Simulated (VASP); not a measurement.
Wanted: the native input for a VASP 6.6.1 run.

| Item | Value |
| --- | --- |
| Task | relaxation of cell and atoms |
| Functional | PBEsol |
| Potentials or basis | VASP PAW PBE potentials, release 64 (Co) |
| Cutoff | 600 eV |
| k mesh | 9 × 9 × 13 |
| Occupations | fermi-dirac, width 0.1 eV |
| Spin | no spin polarisation |
| Dipole correction | no |
| Further INCAR settings | ALGO = Normal; EDIFF = 1e-06; IBRION = 2; EDIFFG = -0.01; NSW = 80; ISIF = 3 |

The structure of Co lies in POSCAR:

```
Co
1.0
    3.9701439143      0.0000000000      0.0000000000
   -1.9850719572      3.4382454865      0.0000000000
    0.0000000000      0.0000000000      2.4336982195
Co
3
Direct
    0.0000000000      0.0000000000      0.0000000000
    0.3333333333      0.6666666667      0.5000000000
    0.6666666667      0.3333333333      0.5000000000
```

This isn't the form of Co at room conditions, which is hcp.

One way to write it, as run:

INCAR

```
SYSTEM = Co
PREC     = Accurate       ! precision mode
ENCUT    = 600            ! plane-wave cutoff, eV
EDIFF    = 1E-6           ! SCF threshold, eV
ISMEAR   = -1             ! smearing method
SIGMA    = 0.1            ! smearing width, eV
LREAL    = .False.        ! projectors in reciprocal space
LASPH    = .True.         ! aspherical terms in the spheres
NELM     = 80             ! most SCF steps
ALGO     = Normal         ! electronic algorithm
ISIF     = 3              ! what is computed and relaxed
LWAVE    = .False.        ! write WAVECAR
LCHARG   = .False.        ! write CHGCAR
GGA      = PS             ! functional
IBRION   = 2              ! ionic algorithm
NSW      = 80             ! ionic steps
EDIFFG   = -0.01          ! ionic threshold
```

KPOINTS

```
Automatic mesh
0
Gamma
  9 9 13
  0 0 0
```

Potentials or basis: VASP PAW PBE potentials, release 64 (Co).

Run with:

```console
$ cat potpaw_PBE.64/Co/POTCAR > POTCAR
$ mpirun -np 1 vasp_std > vasp.out
```

Results of the run:

* Relaxed volume: 10.09 Å³/atom
* Relaxed cell: a = 3.850 Å, b = 3.850 Å, c = 2.357 Å, α = 90.00°, β = 90.00°, γ = 120.00°
* Space group after relaxing (to 0.1 Å): P6/mmm (No. 191)
* Energy gained by relaxing: 67.9 meV/atom
* Ionic steps: 13
* Pressure after relaxing: -0.1 GPa
* Band gap on the k mesh: zero (an odd number of electrons rules out a gap without spin polarisation)

Caveat: the highest band is partly filled, so the run has too few bands; the PAW data sets were made with another functional, which shifts forces and pressure a little; the run has no spin polarisation, though such a crystal can be magnetic.

Run time: 3.3 min on 1 thread of Intel(R) Xeon(R) 6975P-C (Granite Rapids) (shared host), peak memory 0.2 GiB.
